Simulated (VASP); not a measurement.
# TaN (Fm-3m) in VASP: a series of runs, part 2 of 2

VASP 6.6.1. Earlier steps stand in the parts before.

**4. Single point, r2SCAN, collinear spin, ferromagnetic start**

This run uses another cell than the first one, of 10.35 Å³/atom, 0.972 times its volume.

POSCAR

```
TaN
1.0
    0.0000000000      2.1790000000      2.1790000000
    2.1790000000      0.0000000000      2.1790000000
    2.1790000000      2.1790000000      0.0000000000
Ta N
1 1
Direct
    0.5000000000      0.5000000000      0.5000000000
    0.0000000000      0.0000000000      0.0000000000
```

INCAR.step1

```
SYSTEM = TaN
PREC     = Accurate       ! precision mode
ENCUT    = 520            ! plane-wave cutoff, eV
ISMEAR   = 0              ! smearing method
SIGMA    = 0.1            ! smearing width, eV
LREAL    = .False.        ! projectors in reciprocal space
LASPH    = .True.         ! aspherical terms in the spheres
NELM     = 150            ! most SCF steps
ISPIN    = 2              ! spin polarisation
MAGMOM   = 1 0            ! initial moments
LMAXMIX  = 4              ! l up to which the mixer works
NBANDS   = 19             ! bands
GGA      = PE             ! functional
ALGO     = Normal         ! electronic algorithm
EDIFF    = 1E-4           ! SCF threshold, eV
LWAVE    = .True.         ! write WAVECAR
LCHARG   = .False.        ! write CHGCAR
```

INCAR.step2

```
SYSTEM = TaN
PREC     = Accurate       ! precision mode
ENCUT    = 520            ! plane-wave cutoff, eV
EDIFF    = 1E-6           ! SCF threshold, eV
ISMEAR   = 0              ! smearing method
SIGMA    = 0.1            ! smearing width, eV
LREAL    = .False.        ! projectors in reciprocal space
LASPH    = .True.         ! aspherical terms in the spheres
NELM     = 150            ! most SCF steps
ALGO     = Normal         ! electronic algorithm
ISIF     = 2              ! what is computed and relaxed
LWAVE    = .False.        ! write WAVECAR
LCHARG   = .True.         ! write CHGCAR
ISPIN    = 2              ! spin polarisation
MAGMOM   = 1 0            ! initial moments
LORBIT   = 11             ! projections on sites
LMAXMIX  = 4              ! l up to which the mixer works
METAGGA  = R2SCAN         ! meta-GGA
LMIXTAU  = .True.       
LELF     = .True.         ! ELF
LVHAR    = .True.       
NBANDS   = 19             ! bands
ISTART   = 1
```

KPOINTS

```
regular mesh
0
Gamma
  8 8 8
  0 0 0
```

Potentials or basis: VASP PAW PBE potentials, release 64 (Ta_pv, N).

Run with:

```sh
$ cat potpaw_PBE.64/Ta_pv/POTCAR potpaw_PBE.64/N/POTCAR > POTCAR
$ cp INCAR.step1 INCAR
$ mpirun -np 1 vasp_std > vasp.out
$ cp INCAR.step2 INCAR
$ mpirun -np 1 vasp_std > vasp.out
```

OUTCAR:

```text
SYSTEM = TaN
   PREC = Accurate
   ENCUT = 520
   EDIFF = 1E-6
   ISMEAR = 0
   LREAL = .False.
   LASPH = .True.
   NELM = 150
   ISIF = 2
   ISPIN = 2
   LORBIT = 11
   METAGGA = R2SCAN
   ISTART = 1

 ion  position               nearest neighbor table
   1  0.500  0.500  0.500-   2 2.18   2 2.18   2 2.18   2 2.18   2 2.18   2 2.18
   2  0.000  0.000  0.000-   1 2.18   1 2.18   1 2.18   1 2.18   1 2.18   1 2.18

  LATTYP: Found a face centered cubic cell.
 ALAT       =     4.3580000000

  Lattice vectors:

 A1 = (   0.0000000000,   2.1790000000,   2.1790000000)
 A2 = (   2.1790000000,   0.0000000000,   2.1790000000)
 A3 = (   2.1790000000,   2.1790000000,   0.0000000000)

Analysis of symmetry for initial positions (statically):
=====================================================================
 Subroutine PRICEL returns:
 Original cell was already a primitive cell.

 Routine SETGRP: Setting up the symmetry group for a
 face centered cubic supercell.

 Subroutine GETGRP returns: Found 48 space group operations
[... 728 lines left out ...]
      5       5.6995      1.00000
      6       5.6995      1.00000
[... 517 lines left out ...]
     18      32.9514      0.00000
     19      33.0696      0.00000

 [... further k-points ...]

------------------------ aborting loop because EDIFF is reached ----------------------------------------

  FORCE on cell =-STRESS in cart. coord.  units (eV):
  Direction    XX          YY          ZZ          XY          YZ          ZX
  --------------------------------------------------------------------------------------
  -------------------------------------------------------------------------------------
  Total        1.5681377      1.5681377      1.5681377      0.0000000     -0.0000000     -0.0000000
  in kB      121.4207975    121.4207975    121.4207975      0.0000000     -0.0000000     -0.0000000
  external PRESSURE =     121.4207975 kB  Pullay stress =       0.0000000 kB

 VOLUME and BASIS-vectors are now :
 -----------------------------------------------------------------------------
  energy-cutoff  :      520.00
  volume of cell :       20.69
      direct lattice vectors                 reciprocal lattice vectors
     0.000000000  2.179000000  2.179000000    -0.229463056  0.229463056  0.229463056
     2.179000000  0.000000000  2.179000000     0.229463056 -0.229463056  0.229463056
     2.179000000  2.179000000  0.000000000     0.229463056  0.229463056 -0.229463056

 POSITION                                       TOTAL-FORCE (eV/Angst)
 -----------------------------------------------------------------------------------
      2.17900      2.17900      2.17900        -0.000000     -0.000000     -0.000000
      0.00000      0.00000      0.00000         0.000000      0.000000      0.000000
 -----------------------------------------------------------------------------------
    total drift:                                0.000000     -0.000000     -0.000000

  FREE ENERGIE OF THE ION-ELECTRON SYSTEM (eV)
  ---------------------------------------------------
  free  energy   TOTEN  =       -59.5775322617 eV

  energy  without entropy=      -59.5749045218  energy(sigma->0) =      -59.57621839

 total charge

# of ion       s       p       d       tot
------------------------------------------
    1        0.282   6.236   2.500   9.018
    2        1.242   2.589   0.000   3.831
--------------------------------------------------
tot          1.524   8.825   2.500  12.849

 magnetization (x)

# of ion       s       p       d       tot
------------------------------------------
    1        0.000   0.000  -0.000   0.000
    2       -0.000  -0.000   0.000  -0.000
--------------------------------------------------
tot          0.000  -0.000  -0.000  -0.000
```

OSZICAR.step1:

```text
N       E                     dE             d eps       ncg     rms          rms(c)
DAV:   1     0.986866593473E+02    0.98687E+02   -0.79697E+03  2220   0.873E+02
DAV:   2    -0.215317680408E+02   -0.12022E+03   -0.11355E+03  2570   0.270E+02
DAV:   3    -0.246691281110E+02   -0.31374E+01   -0.30966E+01  2568   0.393E+01
DAV:   4    -0.246788876650E+02   -0.97596E-02   -0.97576E-02  2498   0.231E+00
DAV:   5    -0.246789077464E+02   -0.20081E-04   -0.20081E-04  2463   0.106E-01    0.263E+01
DAV:   6    -0.218494528564E+02    0.28295E+01   -0.39901E+00  2579   0.209E+01    0.109E+01
DAV:   7    -0.217929324103E+02    0.56520E-01   -0.41671E-01  2288   0.497E+00    0.767E+00
DAV:   8    -0.217681190980E+02    0.24813E-01   -0.88979E-02  2366   0.242E+00    0.205E+00
DAV:   9    -0.217605136566E+02    0.76054E-02   -0.63430E-03  2323   0.619E-01    0.466E-01
DAV:  10    -0.217599114595E+02    0.60220E-03   -0.17503E-03  2460   0.323E-01    0.264E-01
DAV:  11    -0.217599327275E+02   -0.21268E-04   -0.12677E-04  1905   0.120E-01
   1 F= -.21759933E+02 E0= -.21758395E+02  d E =-.307550E-02  mag=    -0.0008
```

Wall time 46 s (1 thread of AMD EPYC 9R45 (Zen 5), shared host); peak memory 0.13 GiB.

Results:

- Free energy: -59.5775 eV
- Pressure: 12.1 GPa
- Band gap on the k mesh: zero (filled and empty bands overlap)
- Net moment: 0.00 μB per cell
- Valence electrons inside the program's atomic spheres: Ta 9.02; N 3.83

Levels at points of the mesh, in eV from the Fermi level:
Spin up:
```tsv
k point	band 6	band 7	band 8	band 9	band 10	band 11
(0.00, 0.00, 0.00)	-4.28	-4.28	-2.30	-2.30	-2.30	0.08
(0.50, 0.00, 0.00)	-8.26	-8.26	1.96	1.96	2.11	4.13
(0.50, 0.50, 0.00)	-5.87	-5.13	-5.13	2.25	3.65	3.65
```
Spin down:
```
           k point  band 6  band 7  band 8  band 9  band 10  band 11
(0.00, 0.00, 0.00)   -4.28   -4.28   -2.30   -2.30    -2.30     0.08
(0.50, 0.00, 0.00)   -8.26   -8.26    1.96    1.96     2.11     4.13
(0.50, 0.50, 0.00)   -5.87   -5.13   -5.13    2.25     3.65     3.65
```

Caveat: the PAW data sets were made with another functional, which shifts forces and pressure a little; spin-orbit coupling is left out, which moves the levels of the heavy elements.

**5. Summary**

| task | spin | cell | k mesh | cutoff (eV) | gap on the mesh (eV) | pressure (GPa) |
| --- | --- | --- | --- | --- | --- | --- |
| single point | off | a = 3.111 Å, angles 60.0°, 2 atoms | 6 × 6 × 6 | 520 | none | 1.8 |
| relaxation of cell and atoms | off | relaxed from a = 3.082 Å, angles 60.0°, 2 atoms | 6 × 6 × 6 | 600 | none | -0.3 |
| single point | collinear, ferromagnetic start | a = 3.082 Å, angles 60.0°, 2 atoms | 8 × 8 × 8 | 520 | none | 12.1 |

Alike in all rows: level r2SCAN; potentials or basis VASP PAW PBE potentials, release 64 (Ta_pv, N); smearing gaussian 0.1 eV.

Caveats: some runs use coarse meshes; the PAW data sets were made with another functional, which shifts forces and pressure a little; spin-orbit coupling is left out, which moves the levels of the heavy elements.

Absolute energies hang on the potentials; compare differences alone.
